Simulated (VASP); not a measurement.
# CuF2 (P4/mmm) in VASP: further runs

The runs below take CuF2 through single point, relaxation of cell and atoms, with LDA.

All numbers are computed with VASP 6.6.1; they aren't measurements. Logs are shortened: lines on timing, memory, paths and dates and some standing lists are left out, and cuts for length are marked.

## Step 1: The cell of the first run

It takes space group P4/mmm (No. 123, tetragonal). Conventional cell: a = 3.638 Å, b = 3.638 Å, c = 2.917 Å, α = 90.00°, β = 90.00°, γ = 90.00°. Cu (site symmetry 4/mmm) has 4 F at 1.82 Å within 2.4 Å. Within 2.4 Å of F (site symmetry mmm) lie 2 Cu at 1.82 Å.

## Step 2: Single point, LDA, collinear spin, ferromagnetic start

File INCAR:

```
SYSTEM = CuF2
ALGO = Normal
EDIFF = 1E-6
ENCUT = 520
ISIF = 2
ISMEAR = -1
ISPIN = 2
LASPH = .True.
LCHARG = .False.
LMAXMIX = 4
LORBIT = 11
LREAL = .False.
LWAVE = .False.
MAGMOM = 0.6 0 0
NBANDS = 24
NELM = 150
PREC = Accurate
SIGMA = 0.05
```

File KPOINTS:

```
k-points
0
Gamma
  5 5 5
  0 0 0
```

File POSCAR:

```
CuF2
1.0
    3.6376660595      0.0000000000      0.0000000000
    0.0000000000      3.6376660595      0.0000000000
    0.0000000000      0.0000000000      2.9168096266
Cu F
1 2
Direct
    0.0000000000      0.0000000000      0.0000000000
    0.5000000000      0.0000000000      0.0000000000
    0.0000000000      0.5000000000      0.0000000000
```

Potentials or basis: VASP PAW LDA potentials, release 64 (Cu, F).

On the command line:

```
cat potpaw_LDA.64/Cu/POTCAR potpaw_LDA.64/F/POTCAR > POTCAR
mpirun -np 1 vasp_std > vasp.out
```

OUTCAR:

```text
SYSTEM = CuF2
   EDIFF = 1E-6
   ENCUT = 520
   ISIF = 2
   ISMEAR = -1
   ISPIN = 2
   LASPH = .True.
   LORBIT = 11
   LREAL = .False.
   NELM = 150
   PREC = Accurate

 ion  position               nearest neighbor table
   1  0.000  0.000  0.000-   2 1.82   3 1.82   3 1.82   2 1.82
   2  0.500  0.000  0.000-   1 1.82   1 1.82
   3  0.000  0.500  0.000-   1 1.82   1 1.82

  LATTYP: Found a simple tetragonal cell.
 ALAT       =     3.6376660595
 C/A-ratio  =     0.8018354568

  Lattice vectors:

 A1 = (   3.6376660595,   0.0000000000,   0.0000000000)
 A2 = (   0.0000000000,   3.6376660595,   0.0000000000)
 A3 = (   0.0000000000,   0.0000000000,   2.9168096266)

Analysis of symmetry for initial positions (statically):
=====================================================================
 Subroutine PRICEL returns:
 Original cell was already a primitive cell.

 Routine SETGRP: Setting up the symmetry group for a
 simple tetragonal supercell.

 Subroutine GETGRP returns: Found 16 space group operations
 (whereof 16 operations were pure point group operations)
 out of a pool of 16 trial point group operations.

The static configuration has the point symmetry D_4h.

Analysis of symmetry for dynamics (positions and initial velocities):
=====================================================================
 Subroutine PRICEL returns:
 Original cell was already a primitive cell.

 Routine SETGRP: Setting up the symmetry group for a
 simple tetragonal supercell.

 Subroutine GETGRP returns: Found 16 space group operations
 (whereof 16 operations were pure point group operations)
 out of a pool of 16 trial point group operations.

The dynamic configuration has the point symmetry D_4h.

Analysis of structural, dynamic, and magnetic symmetry:
=====================================================================
 Subroutine PRICEL returns:
 Original cell was already a primitive cell.

 Routine SETGRP: Setting up the symmetry group for a
 simple tetragonal supercell.

 Subroutine GETGRP returns: Found 16 space group operations
 (whereof 16 operations were pure point group operations)
 out of a pool of 16 trial point group operations.

The overall configuration has the point symmetry D_4h.

 Subroutine INISYM returns: Found 16 space group operations
 (whereof 16 operations are pure point group operations),
 and found     1 'primitive' translations

----------------------------------------------------------------------------------------

                                     Primitive cell

  volume of cell :      38.5970

  direct lattice vectors                    reciprocal lattice vectors
     3.637666059  0.000000000  0.000000000     0.274901540  0.000000000  0.000000000
     0.000000000  3.637666059  0.000000000     0.000000000  0.274901540  0.000000000
     0.000000000  0.000000000  2.916809627     0.000000000  0.000000000  0.342840339

  length of vectors
     3.637666059  3.637666059  2.916809627     0.274901540  0.274901540  0.342840339

  position of ions in fractional coordinates (direct lattice)
     0.000000000  0.000000000  0.000000000
     0.500000000  0.000000000  0.000000000
     0.000000000  0.500000000  0.000000000

  ion indices of the primitive-cell ions
   primitive index   ion index
                 1           1
                 2           2
                 3           3

----------------------------------------------------------------------------------------

 KPOINTS: k-points

Automatic generation of k-mesh.
 Grid dimensions read from file:
 generate k-points for:    5    5    5

 Generating k-lattice:

  Cartesian coordinates                     Fractional coordinates (reciprocal lattice)
     0.054980308  0.000000000  0.000000000     0.200000000  0.000000000  0.000000000
     0.000000000  0.054980308  0.000000000     0.000000000  0.200000000  0.000000000
     0.000000000  0.000000000  0.068568068     0.000000000  0.000000000  0.200000000

  Length of vectors
     0.054980308  0.054980308  0.068568068

  Shift w.r.t. Gamma in fractional coordinates (k-lattice)
     0.000000000  0.000000000  0.000000000

 Subroutine IBZKPT returns following result:
 ===========================================

 Found     18 irreducible k-points:

 Following reciprocal coordinates:
            Coordinates               Weight
  0.000000  0.000000  0.000000      1.000000
  0.200000  0.000000  0.000000      4.000000
  0.400000  0.000000  0.000000      4.000000
  0.200000  0.200000  0.000000      4.000000
  0.400000  0.200000  0.000000      8.000000
  0.400000  0.400000  0.000000      4.000000
[... 10 lines left out ...]
  0.400000  0.200000  0.400000     16.000000
  0.400000  0.400000  0.400000      8.000000
   k-points           NKPTS =     18   k-points in BZ     NKDIM =     18   number of bands    NBANDS=     24
   number of dos      NEDOS =    301   number of ions     NIONS =      3
   total plane-waves  NPLWV =  18816
   dimension x,y,z NGX =    28 NGY =   28 NGZ =   24
   dimension x,y,z NGXF=    56 NGYF=   56 NGZF=   48
   ions per type =               1   2
   NGX,Y,Z   is equivalent  to a cutoff of  12.80, 12.80, 13.68 a.u.
   NGXF,Y,Z  is equivalent  to a cutoff of  25.59, 25.59, 27.36 a.u.
 SYSTEM =  CuF2
   PREC   = accura    normal or accurate (medium, high low for compatibility)
   ISTART =      0    job   : 0-new  1-cont  2-samecut
   ICHARG =      2    charge: 1-file 2-atom 10-const
   ISPIN  =      2    spin polarized calculation?
   LNONCOLLINEAR =      F non collinear calculations
   LSORBIT =      F    spin-orbit coupling
   LASPH  =      T    aspherical Exc in radial PAW
   ENCUT  =  520.0 eV  38.22 Ry    6.18 a.u.   6.76  6.76  5.42*2*pi/ulx,y,z
   NELM   =    150;   NELMIN=  2; NELMDL= -5     # of ELM steps
   EDIFF  = 0.1E-05   stopping-criterion for ELM
   LREAL  =      F    real-space projection
   EDIFFG = 0.1E-04   stopping-criterion for IOM
   NSW    =      0    number of steps for IOM
   IBRION =     -1    ionic relax: 0-MD 1-quasi-New 2-CG
   NFREE  =      0    steps in history (QN), initial steepest desc. (CG)
   ISIF   =      2    stress and relaxation
   ISYM   =      2    0-nonsym 1-usesym 2-fastsym
   POTIM  = 0.5000    time-step for ionic-motion
   TEBEG  =    0.0;   TEEND  =   0.0 temperature during run
   PSTRESS=    0.0 pullay stress
   NELECT =      25.0000    total number of electrons
   NUPDOWN=      -1.0000    fix difference up-down
   EMIN   =  10.00;   EMAX   =-10.00  energy-range for DOS
   EFERMI =   0.00;   METHOD = LEGACY
   ISMEAR =    -1;   SIGMA  =   0.05  broadening in eV -4-tet -1-fermi 0-gaus
   EFERMI_NEDOS =   21; number of points for ismear=-14 and -15
   IALGO  =     38    algorithm
   IMIX   =      4    mixing-type and parameters
     AMIX     =   0.40;   BMIX     =  1.00
     AMIX_MAG =   1.60;   BMIX_MAG =  1.00
  volume/ion in A,a.u.               =      12.87        86.82
  Fermi-wavevector in a.u.,A,eV,Ry     =   1.416458  2.676717 27.298079  2.006352
  Thomas-Fermi vector in A             =   2.537790
   LORBIT       =     11    0 simple, 1 ext, 2 COOP (PROOUT), +10 PAW based schemes
   GGA     = CA    functional components
   LHFCALC =     F    Hartree Fock is set to
   AEXX    =    0.0000 exact exchange contribution
   IVDW    =     0    specifies the selected vdW correction
   LEPSILON=     F    determine dielectric tensor
   LRPA    =     F    only Hartree local field effects (RPA)
 spin polarized calculation
  energy-cutoff  :      520.00
  volume of cell :       38.60
 maximum number of plane-waves:      1055
 NGX is ok and might be reduce to    28
   NGX = 13   NGY = 13   NGZ = 11

 number of electron      25.0000002 magnetization      -0.0006479

 number of electron      25.0000002 magnetization       0.0000840

 Free energy of the ion-electron system (eV)
  ---------------------------------------------------
  ext. energy  EPLUGINS =         0.00000000
  ---------------------------------------------------
  free energy    TOTEN  =       -13.34269749 eV

  energy without entropy =      -13.33809791  energy(sigma->0) =      -13.34039770

 E-fermi :  -0.0802     XC(G=0): -10.2093

 val. band max:       -0.1236847009   @ k =   0.4000   0.0000   0.4000
 cond. band min:       0.3197942824   @ k =   0.4000   0.2000   0.0000
 fundamental gap:      0.4434789833
 Fermi energy:        -0.0801976334

 spin component 1

 k-point     1 :       0.0000    0.0000    0.0000
  band No.  band energies     occupation
      1     -22.7469      1.00000
      2     -21.8399      1.00000
      3      -5.7298      1.00000
      4      -5.7298      1.00000
      5      -3.1365      1.00000
      6      -2.6895      1.00000
[... 16 lines left out ...]
     23      25.0852      0.00000
     24      25.0854      0.00000
[... 435 lines left out ...]
      1     -21.9797      1.00000
      2     -21.8948      1.00000
      3      -7.4878      1.00000
      4      -6.7638      1.00000
      5      -5.3956      1.00000
      6      -4.7825      1.00000
[... 16 lines left out ...]
     23      26.0309      0.00000
     24      27.1451      0.00000
 Fermi energy:        -0.0801976334

 spin component 2

 k-point     1 :       0.0000    0.0000    0.0000
  band No.  band energies     occupation
      1     -22.7469      1.00000
      2     -21.8399      1.00000
      3      -5.7298      1.00000
      4      -5.7298      1.00000
      5      -3.1365      1.00000
      6      -2.6895      1.00000
[... 16 lines left out ...]
     23      25.0848      0.00000
     24      25.0854      0.00000
[... 436 lines left out ...]
      2     -21.8948      1.00000
      3      -7.4877      1.00000
      4      -6.7637      1.00000
      5      -5.3956      1.00000
      6      -4.7825      1.00000
[... 16 lines left out ...]
     23      26.0309      0.00000
     24      27.1451      0.00000

------------------------ aborting loop because EDIFF is reached ----------------------------------------

  FORCE on cell =-STRESS in cart. coord.  units (eV):
  Direction    XX          YY          ZZ          XY          YZ          ZX
  --------------------------------------------------------------------------------------
  -------------------------------------------------------------------------------------
  Total        0.2381817      0.2381817     -0.0187098      0.0000000      0.0000000      0.0000000
  in kB        9.8870141      9.8870141     -0.7766527      0.0000000      0.0000000      0.0000000
  external PRESSURE =       6.3324585 kB  Pullay stress =       0.0000000 kB

 VOLUME and BASIS-vectors are now :
 -----------------------------------------------------------------------------
  energy-cutoff  :      520.00
  volume of cell :       38.60
      direct lattice vectors                 reciprocal lattice vectors
     3.637666059  0.000000000  0.000000000     0.274901540  0.000000000  0.000000000
     0.000000000  3.637666059  0.000000000     0.000000000  0.274901540  0.000000000
     0.000000000  0.000000000  2.916809627     0.000000000  0.000000000  0.342840339

 POSITION                                       TOTAL-FORCE (eV/Angst)
 -----------------------------------------------------------------------------------
      0.00000      0.00000      0.00000         0.000000      0.000000      0.000000
      1.81883      0.00000      0.00000         0.000000      0.000000      0.000000
      0.00000      1.81883      0.00000         0.000000      0.000000      0.000000
 -----------------------------------------------------------------------------------
    total drift:                               -0.000000      0.000000     -0.000000

  FREE ENERGIE OF THE ION-ELECTRON SYSTEM (eV)
  ---------------------------------------------------
  free  energy   TOTEN  =       -13.3426974857 eV

  energy  without entropy=      -13.3380979124  energy(sigma->0) =      -13.34039770

 total charge

# of ion       s       p       d       tot
------------------------------------------
    1        0.369   0.429   9.119   9.917
    2        1.727   4.335   0.000   6.062
    3        1.727   4.335   0.000   6.062
--------------------------------------------------
tot          3.823   9.099   9.119  22.041

 magnetization (x)

# of ion       s       p       d       tot
------------------------------------------
    1        0.000   0.000   0.000   0.000
    2       -0.000   0.000   0.000   0.000
    3       -0.000   0.000   0.000   0.000
--------------------------------------------------
tot         -0.000   0.000   0.000   0.000
```

It took 21 s on 1 thread of Intel Xeon Platinum 8488C (Sapphire Rapids), shared host; peak memory 0.15 GiB.

What came out:

* Free energy: -13.3427 eV
* Pressure: 0.6 GPa
* Net moment: 0.00 μB per cell
* Valence electrons inside the program's atomic spheres: Cu 9.92; F 6.06

Levels at points of the mesh, in eV from the Fermi level:
Spin up:
| k point | band 11 | band 12 | band 13 | band 14 | band 15 | band 16 |
| --- | --- | --- | --- | --- | --- | --- |
| (0.00, 0.00, 0.00) | -1.78 | -1.78 | -1.70 | 3.21 | 10.61 | 14.36 |
Spin down:
```csv
k point,band 9,band 10,band 11,band 12,band 13,band 14,band 15,band 16,band 17,band 18
"(0.00, 0.00, 0.00)",-2.31,-2.29,-1.78,-1.78,-1.70,3.21,10.61,14.36,14.36,17.96
```

Caveat: the k points lie up to 0.43 Å⁻¹ apart; semilocal functionals often make such compounds metallic where correlation or magnetic order opens a gap, which also shifts bond lengths.

## Step 3: Relaxation of cell and atoms, LDA, collinear spin, ferromagnetic start

This run uses another cell than the first one, of 16.88 Å³/atom, 1.312 times its volume.

File INCAR:

```
  ALGO = Normal
  EDIFF = 1E-6
  EDIFFG = -0.02
  ENCUT = 600
  IBRION = 2
  ISIF = 3
  ISMEAR = -1
  ISPIN = 2
  LASPH = T
  LCHARG = F
  LMAXMIX = 4
  LORBIT = 11
  LREAL = F
  LWAVE = F
  MAGMOM = 0.6 0 0
  NELM = 150
  NSW = 80
  PREC = Accurate
  SIGMA = 0.05
```

File KPOINTS:

```
k-points
0
Gamma
  5 5 5
```

File POSCAR:

```
CuF2
1.0
    3.7470110000      0.0000000000      0.0000000000
    0.0000000000      3.7470110000      0.0000000000
    0.0000000000      0.0000000000      3.6073050000
Cu F
1 2
Direct
    0.0000000000      0.0000000000      0.0000000000
    0.5000000000      0.0000000000      0.0000000000
    0.0000000000      0.5000000000      0.0000000000
```

Potentials or basis: VASP PAW LDA potentials, release 64 (Cu, F).

On the command line:

```
cat potpaw_LDA.64/Cu/POTCAR potpaw_LDA.64/F/POTCAR > POTCAR
mpirun -np 1 vasp_std > vasp.out
```

Wall time 4 min (1 thread of Intel Xeon Platinum 8488C (Sapphire Rapids), shared host); peak memory 0.17 GiB.

The run converged. Its results:

```yaml
Free_energy: -13.3768 eV
Relaxed_volume: 12.94 Å³/atom
Relaxed_cell: a = 3.643 Å, b = 3.643 Å, c = 2.924 Å, α = 90.00°, β = 90.00°, γ = 90.00°
Space_group_after_relaxing_to_0.05_Å: P4/mmm (No. 123)
Energy_gained_by_relaxing: 54.6 meV/atom
Ionic_steps: 14
Pressure_after_relaxing: -0.1 GPa
Net_moment: 0.00 μB per cell
Valence_electrons_inside_the_program's_atomic_spheres: Cu 9.91; F 6.06
```

The path:
| step | energy change (eV) | largest force (eV/Å) | pressure (GPa) | volume (Å³) |
| --- | --- | --- | --- | --- |
| 1 | 0.0000 | 0.0000 | -6.65 | 50.65 |
| 2 | -0.0333 | 0.0000 | 5.79 | 45.66 |
| 3 | -0.0869 | 0.0000 | -0.46 | 47.73 |
| 4 | -0.0869 | 0.0000 | -0.36 | 47.67 |
| 5 | -0.0897 | 0.0000 | -0.27 | 47.35 |
| 6 | -0.0987 | 0.0000 | -0.33 | 46.40 |
| 7 | -0.1181 | 0.0000 | -0.31 | 44.49 |
| 8 | -0.1548 | 0.0000 | 0.06 | 40.68 |
| 9 | 0.0104 | 0.0000 | 6.36 | 33.10 |
| 10 | -0.1593 | 0.0000 | 0.24 | 39.96 |
| 11 | -0.1629 | 0.0000 | 0.83 | 38.28 |
| 12 | -0.1632 | 0.0000 | 0.63 | 38.72 |
| 13 | -0.1153 | 0.0000 | -5.85 | 39.72 |
| 14 | -0.1637 | 0.0000 | -0.08 | 38.81 |

Final structure:
```
Cu F
1.0
     3.64320    0.00000    0.00000
     0.00000    3.64320    0.00000
     0.00000    0.00000    2.92401
Cu F
1 2
Direct
  0.00000 0.00000 0.00000
  0.50000 0.00000 0.00000
  0.00000 0.50000 0.00000
```

Levels at points of the mesh, in eV from the Fermi level:
Spin up:
```
           k point  band 10  band 11  band 12  band 13  band 14  band 15  band 16
(0.00, 0.00, 0.00)    -2.27    -1.76    -1.76    -1.69     3.20    10.62    14.34
```
Spin down:
```csv
k point,band 11,band 12,band 13,band 14,band 15,band 16
"(0.00, 0.00, 0.00)",-1.76,-1.76,-1.69,3.20,10.62,14.34
```

Caveat: the volume moved by over 15 % at a fixed basis, so the end points are rough; semilocal functionals often make such compounds metallic where correlation or magnetic order opens a gap, which also shifts bond lengths.
